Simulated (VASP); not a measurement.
# BiTe (Fm-3m) in VASP: settings compared

Aim: see how the results for BiTe move with the level of theory and the settings. Levels: LDA, r2SCAN. Tasks: single point.

All numbers are computed with VASP 6.6.1; they aren't measurements. Logs are shortened: lines on timing, memory, paths and dates and some standing lists are left out, and cuts for length are marked.

## 1. The cell of the first run

It takes space group Fm-3m (No. 225, cubic). Conventional cell: a = 6.597 Å, b = 6.597 Å, c = 6.597 Å, α = 90.00°, β = 90.00°, γ = 90.00°. Within 4.3 Å of Bi (site symmetry m-3m) lie 6 Te at 3.30 Å. Within 4.3 Å of Te (site symmetry m-3m) lie 6 Bi at 3.30 Å.

## 2. Single point, LDA

File INCAR:

```
SYSTEM = BiTe
PREC     = Accurate       ! precision mode
ENCUT    = 520            ! plane-wave cutoff, eV
EDIFF    = 1E-7           ! SCF threshold, eV
ISMEAR   = -1             ! smearing method
SIGMA    = 0.05           ! smearing width, eV
LREAL    = .False.        ! projectors in reciprocal space
LASPH    = .True.         ! aspherical terms in the spheres
NELM     = 60             ! most SCF steps
ALGO     = Normal         ! electronic algorithm
ISIF     = 2              ! what is computed and relaxed
LWAVE    = .False.        ! write WAVECAR
LCHARG   = .True.         ! write CHGCAR
LELF     = .True.         ! ELF
LVHAR    = .True.       
NBANDS   = 18             ! bands
```

File KPOINTS:

```
Automatic mesh
0
Gamma
  7 7 7
  0 0 0
```

File POSCAR:

```
BiTe
1.0
    0.0000000000      3.2984474805      3.2984474805
    3.2984474805      0.0000000000      3.2984474805
    3.2984474805      3.2984474805      0.0000000000
Bi Te
1 1
Direct
    0.0000000000      0.0000000000      0.0000000000
    0.5000000000      0.5000000000      0.5000000000
```

Potentials or basis: VASP PAW LDA potentials, release 64 (Bi_d, Te).

The run is started by

```
cat potpaw_LDA.64/Bi_d/POTCAR potpaw_LDA.64/Te/POTCAR > POTCAR
mpirun -np 1 vasp_std > vasp.out
```

OUTCAR:

```text
SYSTEM = BiTe
   PREC = Accurate
   ENCUT = 520
   EDIFF = 1E-7
   ISMEAR = -1
   LREAL = .False.
   LASPH = .True.
   NELM = 60
   ISIF = 2

 ion  position               nearest neighbor table
   1  0.000  0.000  0.000-   2 3.30   2 3.30   2 3.30   2 3.30   2 3.30   2 3.30
   2  0.500  0.500  0.500-   1 3.30   1 3.30   1 3.30   1 3.30   1 3.30   1 3.30

  LATTYP: Found a face centered cubic cell.
 ALAT       =     6.5968949610

  Lattice vectors:

 A1 = (   0.0000000000,   3.2984474805,   3.2984474805)
 A2 = (   3.2984474805,   0.0000000000,   3.2984474805)
 A3 = (   3.2984474805,   3.2984474805,   0.0000000000)

Analysis of symmetry for initial positions (statically):
=====================================================================
 Subroutine PRICEL returns:
 Original cell was already a primitive cell.

 Routine SETGRP: Setting up the symmetry group for a
 face centered cubic supercell.

 Subroutine GETGRP returns: Found 48 space group operations
 (whereof 48 operations were pure point group operations)
 out of a pool of 48 trial point group operations.

The static configuration has the point symmetry O_h .

Analysis of symmetry for dynamics (positions and initial velocities):
=====================================================================
 Subroutine PRICEL returns:
 Original cell was already a primitive cell.

 Routine SETGRP: Setting up the symmetry group for a
 face centered cubic supercell.

 Subroutine GETGRP returns: Found 48 space group operations
 (whereof 48 operations were pure point group operations)
 out of a pool of 48 trial point group operations.

The dynamic configuration has the point symmetry O_h .

 Subroutine INISYM returns: Found 48 space group operations
 (whereof 48 operations are pure point group operations),
 and found     1 'primitive' translations

----------------------------------------------------------------------------------------

                                     Primitive cell

  volume of cell :      71.7726

  direct lattice vectors                    reciprocal lattice vectors
     0.000000000  3.298447481  3.298447481    -0.151586467  0.151586467  0.151586467
     3.298447481  0.000000000  3.298447481     0.151586467 -0.151586467  0.151586467
     3.298447481  3.298447481  0.000000000     0.151586467  0.151586467 -0.151586467

  length of vectors
     4.664709162  4.664709162  4.664709162     0.262555463  0.262555463  0.262555463

  position of ions in fractional coordinates (direct lattice)
     0.000000000  0.000000000  0.000000000
     0.500000000  0.500000000  0.500000000

  ion indices of the primitive-cell ions
   primitive index   ion index
                 1           1
                 2           2

----------------------------------------------------------------------------------------

 KPOINTS: Automatic mesh

Automatic generation of k-mesh.
 Grid dimensions read from file:
 generate k-points for:    7    7    7

 Generating k-lattice:

  Cartesian coordinates                     Fractional coordinates (reciprocal lattice)
    -0.021655210  0.021655210  0.021655210     0.142857143  0.000000000  0.000000000
     0.021655210 -0.021655210  0.021655210     0.000000000  0.142857143  0.000000000
     0.021655210  0.021655210 -0.021655210     0.000000000  0.000000000  0.142857143

  Length of vectors
     0.037507923  0.037507923  0.037507923

  Shift w.r.t. Gamma in fractional coordinates (k-lattice)
     0.000000000  0.000000000  0.000000000

 Subroutine IBZKPT returns following result:
 ===========================================

 Found     20 irreducible k-points:

 Following reciprocal coordinates:
            Coordinates               Weight
  0.000000  0.000000  0.000000      1.000000
  0.142857  0.000000  0.000000      8.000000
  0.285714  0.000000  0.000000      8.000000
  0.428571  0.000000  0.000000      8.000000
  0.142857  0.142857  0.000000      6.000000
  0.285714  0.142857  0.000000     24.000000
[... 12 lines left out ...]
 -0.428571  0.428571  0.142857     24.000000
 -0.285714  0.428571  0.142857     24.000000
   k-points           NKPTS =     20   k-points in BZ     NKDIM =     20   number of bands    NBANDS=     18
   number of dos      NEDOS =    301   number of ions     NIONS =      2
   total plane-waves  NPLWV =  46656
   dimension x,y,z NGX =    36 NGY =   36 NGZ =   36
   dimension x,y,z NGXF=    72 NGYF=   72 NGZF=   72
   ions per type =               1   1
   NGX,Y,Z   is equivalent  to a cutoff of  12.83, 12.83, 12.83 a.u.
   NGXF,Y,Z  is equivalent  to a cutoff of  25.66, 25.66, 25.66 a.u.
 SYSTEM =  BiTe
   PREC   = accura    normal or accurate (medium, high low for compatibility)
   ISTART =      0    job   : 0-new  1-cont  2-samecut
   ICHARG =      2    charge: 1-file 2-atom 10-const
   ISPIN  =      1    spin polarized calculation?
   LNONCOLLINEAR =      F non collinear calculations
   LSORBIT =      F    spin-orbit coupling
   LASPH  =      T    aspherical Exc in radial PAW
   ENCUT  =  520.0 eV  38.22 Ry    6.18 a.u.   8.67  8.67  8.67*2*pi/ulx,y,z
   NELM   =     60;   NELMIN=  2; NELMDL= -5     # of ELM steps
   EDIFF  = 0.1E-06   stopping-criterion for ELM
   LREAL  =      F    real-space projection
   EDIFFG = 0.1E-05   stopping-criterion for IOM
   NSW    =      0    number of steps for IOM
   IBRION =     -1    ionic relax: 0-MD 1-quasi-New 2-CG
   NFREE  =      0    steps in history (QN), initial steepest desc. (CG)
   ISIF   =      2    stress and relaxation
   ISYM   =      2    0-nonsym 1-usesym 2-fastsym
   POTIM  = 0.5000    time-step for ionic-motion
   TEBEG  =    0.0;   TEEND  =   0.0 temperature during run
   PSTRESS=    0.0 pullay stress
   NELECT =      21.0000    total number of electrons
   NUPDOWN=      -1.0000    fix difference up-down
   EMIN   =  10.00;   EMAX   =-10.00  energy-range for DOS
   EFERMI =   0.00;   METHOD = LEGACY
   ISMEAR =    -1;   SIGMA  =   0.05  broadening in eV -4-tet -1-fermi 0-gaus
   EFERMI_NEDOS =   21; number of points for ismear=-14 and -15
   IALGO  =     38    algorithm
   IMIX   =      4    mixing-type and parameters
     AMIX     =   0.40;   BMIX     =  1.00
     AMIX_MAG =   1.60;   BMIX_MAG =  1.00
  volume/ion in A,a.u.               =      35.89       242.17
  Fermi-wavevector in a.u.,A,eV,Ry     =   1.086830  2.053811 16.071200  1.181200
  Thomas-Fermi vector in A             =   2.222976
   LORBIT       =      0    0 simple, 1 ext, 2 COOP (PROOUT), +10 PAW based schemes
   GGA     = CA    functional components
   LHFCALC =     F    Hartree Fock is set to
   AEXX    =    0.0000 exact exchange contribution
   IVDW    =     0    specifies the selected vdW correction
   LEPSILON=     F    determine dielectric tensor
   LRPA    =     F    only Hartree local field effects (RPA)
 non-spin polarized calculation
  energy-cutoff  :      520.00
  volume of cell :       71.77
 maximum number of plane-waves:      1948
   NGX = 17   NGY = 17   NGZ = 17

 number of electron      20.9999998 magnetization

 Free energy of the ion-electron system (eV)
  ---------------------------------------------------
  ext. energy  EPLUGINS =         0.00000000
  ---------------------------------------------------
  free energy    TOTEN  =        -8.37736336 eV

  energy without entropy =       -8.35752127  energy(sigma->0) =       -8.36744231

 E-fermi :   5.7442     XC(G=0):  -9.4232

 val. band max:        5.7063880987   @ k =  -0.4286   0.1429   0.0000
 cond. band min:       5.7884302183   @ k =   0.1429   0.1429   0.0000
 fundamental gap:      0.0820421196
 Fermi energy:         5.7442183420

 k-point     1 :       0.0000    0.0000    0.0000
  band No.  band energies     occupation
      1     -17.3100      2.00000
      2     -17.3100      2.00000
      3     -17.3063      2.00000
      4     -17.3063      2.00000
      5     -17.3063      2.00000
      6      -7.3987      2.00000
[... 10 lines left out ...]
     17      11.5261      0.00000
     18      12.3827      0.00000

 k-point     2 :       0.1429    0.0000    0.0000
  band No.  band energies     occupation
      1     -17.3105      2.00000
      2     -17.3105      2.00000
      3     -17.3060      2.00000
      4     -17.3054      2.00000
      5     -17.3054      2.00000
      6      -7.2311      2.00000
[... 10 lines left out ...]
     17      12.6104      0.00000
     18      13.2879      0.00000

 k-point     3 :       0.2857    0.0000    0.0000
  band No.  band energies     occupation
      1     -17.3119      2.00000
      2     -17.3119      2.00000
      3     -17.3054      2.00000
      4     -17.3032      2.00000
      5     -17.3032      2.00000
      6      -6.7394      2.00000
[... 10 lines left out ...]
     17      14.5002      0.00000
     18      15.2647      0.00000

 k-point     4 :       0.4286    0.0000    0.0000
  band No.  band energies     occupation
      1     -17.3131      2.00000
      2     -17.3131      2.00000
      3     -17.3048      2.00000
      4     -17.3013      2.00000
      5     -17.3013      2.00000
      6      -5.9678      2.00000
[... 291 lines left out ...]
      4     -17.3022      2.00000
      5     -17.3000      2.00000
      6      -5.7097      2.00000
[... 10 lines left out ...]
     17      14.6175      0.00000
     18      15.9657      0.00000

 k-point    19 :      -0.4286    0.4286    0.1429
  band No.  band energies     occupation
      1     -17.3179      2.00000
      2     -17.3084      2.00000
      3     -17.3069      2.00000
      4     -17.3004      2.00000
      5     -17.2987      2.00000
      6      -5.7277      2.00000
[... 10 lines left out ...]
     17      15.5503      0.00000
     18      15.8829      0.00000

 k-point    20 :      -0.2857    0.4286    0.1429
  band No.  band energies     occupation
      1     -17.3167      2.00000
      2     -17.3097      2.00000
      3     -17.3045      2.00000
      4     -17.3024      2.00000
      5     -17.2987      2.00000
      6      -5.3614      2.00000
[... 10 lines left out ...]
     17      14.9012      0.00000
     18      15.6651      0.00000

------------------------ aborting loop because EDIFF is reached ----------------------------------------

  FORCE on cell =-STRESS in cart. coord.  units (eV):
  Direction    XX          YY          ZZ          XY          YZ          ZX
  --------------------------------------------------------------------------------------
  -------------------------------------------------------------------------------------
  Total       -2.1786566     -2.1786566     -2.1786566     -0.0000000     -0.0000000      0.0000000
  in kB      -48.6340727    -48.6340727    -48.6340727     -0.0000000     -0.0000000      0.0000000
  external PRESSURE =     -48.6340727 kB  Pullay stress =       0.0000000 kB

 VOLUME and BASIS-vectors are now :
 -----------------------------------------------------------------------------
  energy-cutoff  :      520.00
  volume of cell :       71.77
      direct lattice vectors                 reciprocal lattice vectors
     0.000000000  3.298447481  3.298447481    -0.151586467  0.151586467  0.151586467
     3.298447481  0.000000000  3.298447481     0.151586467 -0.151586467  0.151586467
     3.298447481  3.298447481  0.000000000     0.151586467  0.151586467 -0.151586467

 POSITION                                       TOTAL-FORCE (eV/Angst)
 -----------------------------------------------------------------------------------
      0.00000      0.00000      0.00000         0.000000      0.000000      0.000000
      3.29845      3.29845      3.29845        -0.000000      0.000000     -0.000000
 -----------------------------------------------------------------------------------
    total drift:                               -0.000000      0.000000      0.000000

  FREE ENERGIE OF THE ION-ELECTRON SYSTEM (eV)
  ---------------------------------------------------
  free  energy   TOTEN  =        -8.3773633572 eV

  energy  without entropy=       -8.3575212667  energy(sigma->0) =       -8.36744231
```

Run time: 30 s. Hardware: 1 thread of Intel Xeon 8259CL, shared host; peak memory 0.18 GiB.

What came out:

```
Free energy            : -8.3774 eV
Pressure               : -4.9 GPa
Band gap on the k mesh : zero (an odd number of electrons rules out a gap without spin polarisation)
```

Caveat: the cell stands under tension; spin-orbit coupling is left out, which moves the levels of the heavy elements.

[end of part 1 of 2]
